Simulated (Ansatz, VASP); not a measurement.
# RbIr: VASP beside Ansatz

```xyz
4
Lattice="0.0000 3.6443 3.6443 3.6443 0.0000 3.6443 3.6443 3.6443 0.0000" Properties=species:S:1:pos:R:3 pbc="T T T"
Rb    0.0000    0.0000    0.0000
Rb    1.8221    1.8221    1.8221
Ir    3.6443    3.6443    3.6443
Ir    5.4664    5.4664    5.4664
```

Alike in both runs: functional PBE; k mesh 12 × 12 × 12; occupations gaussian, width 0.1 eV; no spin polarisation.

Ansatz relaxed the structure, and its values are those at the end. VASP's run is a single point on that final structure, the one shown.

```csv
,VASP,Ansatz
version,VASP 6.6.1,Ansatz 0.2.0
potentials or method,"VASP PAW PBE potentials, release 64 (Rb_sv, Ir), cutoff 500 eV","scalar-relativistic, plane waves, PAW"
valence electrons in the cell,36,52
```

Ansatz gave:

```
gap on the k mesh at the Fermi level (eV) : none
pressure (GPa)                            : 0.0
```

**Question.** What did VASP give for the same quantities?

**Answer.** gap on the k mesh at the Fermi level (eV): none; pressure (GPa): 0.2.

A gap of «none» marks a metal or a gap that the smearing closes. VASP's potentials hold 36 valence electrons a cell and Ansatz's 52, so a difference there can come from the potentials and not from the codes.

Neither program's run includes spin-orbit coupling.
